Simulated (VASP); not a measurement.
# Tl2NiF6 (Fm-3m) in VASP: single point with PBE

Aim: the single point of Tl2NiF6 with PBE.

Everything below comes from runs of VASP 6.6.1. Logs are shortened: lines on timing, memory, paths and dates and some standing lists are left out, and cuts for length are marked.

## 1. The cell of the first run

It takes space group Fm-3m (No. 225, cubic). The conventional cell has a = 7.987 Å, b = 7.987 Å, c = 7.987 Å, α = 90.00°, β = 90.00°, γ = 90.00°. Within 2.1 Å of F (site symmetry 4mm) lie 1 Ni at 1.61 Å. Within 2.1 Å of Ni (site symmetry m-3m) lie 6 F at 1.61 Å. Tl (site symmetry -43m) has 12 F at 2.85 Å and 4 Ni at 3.46 Å within 3.8 Å.

## 2. Single point, PBE

The input, INCAR:

```
PREC = Accurate
ENCUT = 520
EDIFF = 1E-7
ISMEAR = -1
SIGMA = 0.1
LREAL = False
LASPH = True
NELM = 80
ALGO = Normal
ISIF = 2
LWAVE = False
LCHARG = False
GGA = PE
NBANDS = 49
```

The input, KPOINTS:

```
Automatic mesh
0
Gamma
  6 6 6
```

The input, POSCAR:

```
Tl2NiF6
1.0
    0.0000000000      3.9935500000      3.9935500000
    3.9935500000      0.0000000000      3.9935500000
    3.9935500000      3.9935500000      0.0000000000
F Ni Tl
6 1 2
Direct
    0.7980000000      0.2020000000      0.2020000000
    0.2020000000      0.7980000000      0.2020000000
    0.2020000000      0.7980000000      0.7980000000
    0.7980000000      0.2020000000      0.7980000000
    0.2020000000      0.2020000000      0.7980000000
    0.7980000000      0.7980000000      0.2020000000
    0.0000000000      0.0000000000      0.0000000000
    0.2500000000      0.2500000000      0.2500000000
    0.7500000000      0.7500000000      0.7500000000
```

Potentials or basis: VASP PAW PBE potentials, release 64 (F, Ni, Tl_d).

On the command line:

```
cat potpaw_PBE.64/F/POTCAR potpaw_PBE.64/Ni/POTCAR potpaw_PBE.64/Tl_d/POTCAR > POTCAR
mpirun -np 1 vasp_std > vasp.out
```

OUTCAR:

```text
PREC = Accurate
   ENCUT = 520
   EDIFF = 1E-7
   ISMEAR = -1
   LREAL = False
   LASPH = True
   NELM = 80
   ISIF = 2
   GGA = PE

 ion  position               nearest neighbor table
   1  0.798  0.202  0.202-   7 1.61   9 2.85   9 2.85   8 2.85   8 2.85
   2  0.202  0.798  0.202-   7 1.61   9 2.85   9 2.85   8 2.85   8 2.85
   3  0.202  0.798  0.798-   7 1.61   9 2.85   9 2.85   8 2.85   8 2.85
   4  0.798  0.202  0.798-   7 1.61   9 2.85   9 2.85   8 2.85   8 2.85
   5  0.202  0.202  0.798-   7 1.61   9 2.85   9 2.85   8 2.85   8 2.85
   6  0.798  0.798  0.202-   7 1.61   9 2.85   9 2.85   8 2.85   8 2.85
   7  0.000  0.000  0.000-   1 1.61   2 1.61   3 1.61   4 1.61   5 1.61   6 1.61   9 3.46   9 3.46
                             9 3.46   8 3.46   9 3.46   8 3.46   8 3.46   8 3.46
   8  0.250  0.250  0.250-   1 2.85   4 2.85   6 2.85   2 2.85   3 2.85   6 2.85   3 2.85   4 2.85
                             5 2.85   1 2.85   2 2.85   5 2.85   7 3.46   7 3.46   7 3.46   7 3.46
   9  0.750  0.750  0.750-   3 2.85   4 2.85   6 2.85   1 2.85   2 2.85   6 2.85   1 2.85   4 2.85
                             5 2.85   2 2.85   3 2.85   5 2.85   7 3.46   7 3.46   7 3.46   7 3.46

  LATTYP: Found a face centered cubic cell.
 ALAT       =     7.9871000000

  Lattice vectors:

 A1 = (   0.0000000000,   3.9935500000,   3.9935500000)
 A2 = (   3.9935500000,   0.0000000000,   3.9935500000)
 A3 = (   3.9935500000,   3.9935500000,   0.0000000000)

Analysis of symmetry for initial positions (statically):
=====================================================================
 Subroutine PRICEL returns:
 Original cell was already a primitive cell.

 Routine SETGRP: Setting up the symmetry group for a
 face centered cubic supercell.

 Subroutine GETGRP returns: Found 48 space group operations
 (whereof 48 operations were pure point group operations)
 out of a pool of 48 trial point group operations.

The static configuration has the point symmetry O_h .

Analysis of symmetry for dynamics (positions and initial velocities):
=====================================================================
 Subroutine PRICEL returns:
 Original cell was already a primitive cell.

 Routine SETGRP: Setting up the symmetry group for a
 face centered cubic supercell.

 Subroutine GETGRP returns: Found 48 space group operations
 (whereof 48 operations were pure point group operations)
 out of a pool of 48 trial point group operations.

The dynamic configuration has the point symmetry O_h .

 Subroutine INISYM returns: Found 48 space group operations
 (whereof 48 operations are pure point group operations),
 and found     1 'primitive' translations

----------------------------------------------------------------------------------------

                                     Primitive cell

  volume of cell :     127.3818

  direct lattice vectors                    reciprocal lattice vectors
     0.000000000  3.993550000  3.993550000    -0.125201888  0.125201888  0.125201888
     3.993550000  0.000000000  3.993550000     0.125201888 -0.125201888  0.125201888
     3.993550000  3.993550000  0.000000000     0.125201888  0.125201888 -0.125201888

  length of vectors
     5.647732572  5.647732572  5.647732572     0.216856031  0.216856031  0.216856031

  position of ions in fractional coordinates (direct lattice)
     0.798000000  0.202000000  0.202000000
     0.202000000  0.798000000  0.202000000
     0.202000000  0.798000000  0.798000000
     0.798000000  0.202000000  0.798000000
     0.202000000  0.202000000  0.798000000
     0.798000000  0.798000000  0.202000000
     0.000000000  0.000000000  0.000000000
     0.250000000  0.250000000  0.250000000
     0.750000000  0.750000000  0.750000000

  ion indices of the primitive-cell ions
   primitive index   ion index
                 1           1
                 2           2
                 3           3
                 4           4
                 5           5
                 6           6
                 7           7
                 8           8
                 9           9

----------------------------------------------------------------------------------------

 KPOINTS: Automatic mesh

Automatic generation of k-mesh.
 Grid dimensions read from file:
 generate k-points for:    6    6    6

 Generating k-lattice:

  Cartesian coordinates                     Fractional coordinates (reciprocal lattice)
    -0.020866981  0.020866981  0.020866981     0.166666667  0.000000000  0.000000000
     0.020866981 -0.020866981  0.020866981     0.000000000  0.166666667  0.000000000
     0.020866981  0.020866981 -0.020866981     0.000000000  0.000000000  0.166666667

  Length of vectors
     0.036142672  0.036142672  0.036142672

  Shift w.r.t. Gamma in fractional coordinates (k-lattice)
     0.000000000  0.000000000  0.000000000

 Subroutine IBZKPT returns following result:
 ===========================================

 Found     16 irreducible k-points:

 Following reciprocal coordinates:
            Coordinates               Weight
  0.000000  0.000000  0.000000      1.000000
  0.166667  0.000000  0.000000      8.000000
  0.333333  0.000000  0.000000      8.000000
  0.500000  0.000000  0.000000      4.000000
  0.166667  0.166667  0.000000      6.000000
  0.333333  0.166667  0.000000     24.000000
[... 8 lines left out ...]
 -0.333333  0.333333  0.166667     24.000000
 -0.333333  0.500000  0.166667     12.000000
   k-points           NKPTS =     16   k-points in BZ     NKDIM =     16   number of bands    NBANDS=     49
   number of dos      NEDOS =    301   number of ions     NIONS =      9
   total plane-waves  NPLWV =  74088
   dimension x,y,z NGX =    42 NGY =   42 NGZ =   42
   dimension x,y,z NGXF=    84 NGYF=   84 NGZF=   84
   ions per type =               6   1   2
   NGX,Y,Z   is equivalent  to a cutoff of  12.36, 12.36, 12.36 a.u.
   NGXF,Y,Z  is equivalent  to a cutoff of  24.73, 24.73, 24.73 a.u.
 SYSTEM =  unknown system
   PREC   = accura    normal or accurate (medium, high low for compatibility)
   ISTART =      0    job   : 0-new  1-cont  2-samecut
   ICHARG =      2    charge: 1-file 2-atom 10-const
   ISPIN  =      1    spin polarized calculation?
   LNONCOLLINEAR =      F non collinear calculations
   LSORBIT =      F    spin-orbit coupling
   LASPH  =      T    aspherical Exc in radial PAW
   ENCUT  =  520.0 eV  38.22 Ry    6.18 a.u.  10.50 10.50 10.50*2*pi/ulx,y,z
   NELM   =     80;   NELMIN=  2; NELMDL= -5     # of ELM steps
   EDIFF  = 0.1E-06   stopping-criterion for ELM
   LREAL  =      F    real-space projection
   EDIFFG = 0.1E-05   stopping-criterion for IOM
   NSW    =      0    number of steps for IOM
   IBRION =     -1    ionic relax: 0-MD 1-quasi-New 2-CG
   NFREE  =      0    steps in history (QN), initial steepest desc. (CG)
   ISIF   =      2    stress and relaxation
   ISYM   =      2    0-nonsym 1-usesym 2-fastsym
   POTIM  = 0.5000    time-step for ionic-motion
   TEBEG  =    0.0;   TEEND  =   0.0 temperature during run
   PSTRESS=    0.0 pullay stress
   NELECT =      78.0000    total number of electrons
   NUPDOWN=      -1.0000    fix difference up-down
   EMIN   =  10.00;   EMAX   =-10.00  energy-range for DOS
   EFERMI =   0.00;   METHOD = LEGACY
   ISMEAR =    -1;   SIGMA  =   0.10  broadening in eV -4-tet -1-fermi 0-gaus
   EFERMI_NEDOS =   21; number of points for ismear=-14 and -15
   IALGO  =     38    algorithm
   IMIX   =      4    mixing-type and parameters
     AMIX     =   0.40;   BMIX     =  1.00
     AMIX_MAG =   1.60;   BMIX_MAG =  1.00
  volume/ion in A,a.u.               =      14.15        95.51
  Fermi-wavevector in a.u.,A,eV,Ry     =   1.390179  2.627056 26.294569  1.932596
  Thomas-Fermi vector in A             =   2.514138
   LORBIT       =      0    0 simple, 1 ext, 2 COOP (PROOUT), +10 PAW based schemes
   GGA     = PE    functional components
   LHFCALC =     F    Hartree Fock is set to
   AEXX    =    0.0000 exact exchange contribution
   IVDW    =     0    specifies the selected vdW correction
   LEPSILON=     F    determine dielectric tensor
   LRPA    =     F    only Hartree local field effects (RPA)
 non-spin polarized calculation
  energy-cutoff  :      520.00
  volume of cell :      127.38
 maximum number of plane-waves:      3479
 NGX is ok and might be reduce to    42
   NGX = 21   NGY = 21   NGZ = 21

 number of electron      78.0000027 magnetization

 Free energy of the ion-electron system (eV)
  ---------------------------------------------------
  ext. energy  EPLUGINS =         0.00000000
  ---------------------------------------------------
  free energy    TOTEN  =       -32.30074467 eV

  energy without entropy =      -32.30052217  energy(sigma->0) =      -32.30063342

 E-fermi :   3.1546     XC(G=0):  -9.8968

 val. band max:        2.3931258425   @ k =   0.5000   0.5000   0.0000
 cond. band min:       3.9295630953   @ k =   0.5000   0.5000   0.0000
 fundamental gap:      1.5364372528
 Fermi energy:         3.1546267672

 k-point     1 :       0.0000    0.0000    0.0000
  band No.  band energies     occupation
      1     -21.8938      2.00000
      2     -20.4808      2.00000
      3     -20.4808      2.00000
      4     -20.4808      2.00000
      5     -20.4637      2.00000
      6     -20.4637      2.00000
[... 41 lines left out ...]
     48      12.2802      0.00000
     49      14.4367      0.00000

 k-point     2 :       0.1667    0.0000    0.0000
  band No.  band energies     occupation
      1     -21.8839      2.00000
      2     -20.4914      2.00000
      3     -20.4794      2.00000
      4     -20.4794      2.00000
      5     -20.4643      2.00000
      6     -20.4642      2.00000
[... 720 lines left out ...]
 k-point    16 :      -0.3333    0.5000    0.1667
  band No.  band energies     occupation
      1     -21.8404      2.00000
      2     -20.5094      2.00000
      3     -20.4952      2.00000
      4     -20.4877      2.00000
      5     -20.4714      2.00000
      6     -20.4590      2.00000
[... 41 lines left out ...]
     48      13.0640      0.00000
     49      16.0065      0.00000

------------------------ aborting loop because EDIFF is reached ----------------------------------------

  FORCE on cell =-STRESS in cart. coord.  units (eV):
  Direction    XX          YY          ZZ          XY          YZ          ZX
  --------------------------------------------------------------------------------------
  -------------------------------------------------------------------------------------
  Total       27.8132196     27.8132196     27.8132196      0.0000000      0.0000000      0.0000000
  in kB      349.8279240    349.8279240    349.8279240      0.0000000      0.0000000      0.0000000
  external PRESSURE =     349.8279240 kB  Pullay stress =       0.0000000 kB

 VOLUME and BASIS-vectors are now :
 -----------------------------------------------------------------------------
  energy-cutoff  :      520.00
  volume of cell :      127.38
      direct lattice vectors                 reciprocal lattice vectors
     0.000000000  3.993550000  3.993550000    -0.125201888  0.125201888  0.125201888
     3.993550000  0.000000000  3.993550000     0.125201888 -0.125201888  0.125201888
     3.993550000  3.993550000  0.000000000     0.125201888  0.125201888 -0.125201888

 POSITION                                       TOTAL-FORCE (eV/Angst)
 -----------------------------------------------------------------------------------
      1.61339      3.99355      3.99355         6.759675     -0.000000     -0.000000
      3.99355      1.61339      3.99355         0.000000      6.759675     -0.000000
      6.37371      3.99355      3.99355        -6.759675     -0.000000     -0.000000
      3.99355      6.37371      3.99355         0.000000     -6.759675     -0.000000
      3.99355      3.99355      1.61339         0.000000     -0.000000      6.759675
      3.99355      3.99355      6.37371         0.000000     -0.000000     -6.759675
      0.00000      0.00000      0.00000         0.000000     -0.000000     -0.000000
      1.99677      1.99677      1.99677         0.000000      0.000000     -0.000000
      5.99033      5.99033      5.99033         0.000000     -0.000000     -0.000000
 -----------------------------------------------------------------------------------
    total drift:                               -0.000000      0.000000      0.000000

  FREE ENERGIE OF THE ION-ELECTRON SYSTEM (eV)
  ---------------------------------------------------
  free  energy   TOTEN  =       -32.3007446676 eV

  energy  without entropy=      -32.3005221685  energy(sigma->0) =      -32.30063342
```

Wall time 2.5 min (1 thread of Intel Xeon Platinum 8259CL at 2.50GHz (Skylake/Cascade Lake), shared host); peak memory 0.3 GiB.

What came out:

```yaml
Free_energy: -32.3007 eV
Pressure: 35.0 GPa
Largest_force: 6.760 eV/Å
Band_gap_on_the_k_mesh: 1.54 eV
```

Forces in eV/Å, atoms in the order of the input:
```
F    6.760  0.000  0.000
F    0.000  6.760  0.000
F   -6.760  0.000  0.000
F    0.000 -6.760  0.000
F    0.000  0.000  6.760
F    0.000  0.000 -6.760
Ni   0.000  0.000  0.000
Tl   0.000  0.000  0.000
Tl   0.000  0.000  0.000
```

Levels at points of the mesh, in eV from the valence-band top:
```
           k point  band 37  band 38  band 39  band 40  band 41  band 42
(0.00, 0.00, 0.00)    -1.74    -1.74    -1.74     2.07     2.07     6.57
(0.50, 0.00, 0.00)    -1.49    -0.71    -0.37     1.94     1.94     5.87
(0.50, 0.50, 0.00)    -1.31    -0.51     0.00     1.54     2.07     4.43
```

Caveat: the cell stands under pressure; spin-orbit coupling is left out, which moves the levels of the heavy elements; forces of over 1 eV/Å act on the atoms, so gaps and moduli don't describe the material at rest.
